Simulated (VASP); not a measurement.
Here is a VASP 6.6.1 calculation.

INCAR

```
SYSTEM = CrSiS
PREC = Accurate
ENCUT = 600
EDIFF = 1E-6
ISMEAR = 0
SIGMA = 0.1
LREAL = .FALSE.
LASPH = .TRUE.
NELM = 100
ALGO = Normal
ISIF = 3
LWAVE = .FALSE.
LCHARG = .FALSE.
GGA = PE
IBRION = 2
NSW = 100
EDIFFG = -0.01
```

Contents of KPOINTS:

```
regular mesh
0
G
  12 12 8
  0 0 0
```

File POSCAR:

```
CrSiS
1.0
    2.8761767452      0.0000000000      0.0000000000
    0.0000000000      2.8761767452      0.0000000000
    0.0000000000      0.0000000000      4.9664273207
Cr Si S
1 1 1
Direct
    0.5000000000      0.5000000000      0.2768905561
    0.0000000000      0.0000000000      0.9925683331
    0.0000000000      0.0000000000      0.5368046408
```

Potentials or basis: VASP PAW PBE potentials, release 64 (Cr_pv, Si, S).

Run with:

```console
$ cat potpaw_PBE.64/Cr_pv/POTCAR potpaw_PBE.64/Si/POTCAR potpaw_PBE.64/S/POTCAR > POTCAR
$ mpirun -np 1 vasp_std > vasp.out
```

Problem. What does it give for the band gap on the k mesh?

Solution. Zero (bands 11 and 12 overlap by 0.48 eV).

Problem. Predict the space group after relaxing (to 0.1 Å).

Solution. P4mm (No. 99).

Forces on the atoms (eV/Å):
```
Cr   0.000  0.000  0.004
Si   0.000  0.000 -0.006
S    0.000  0.000  0.002
```

Caveat: the run has no spin polarisation, though such a crystal can be magnetic. With open d or f shells a metallic result of PBE can be an artefact of self-interaction; +U or a hybrid may open a gap.
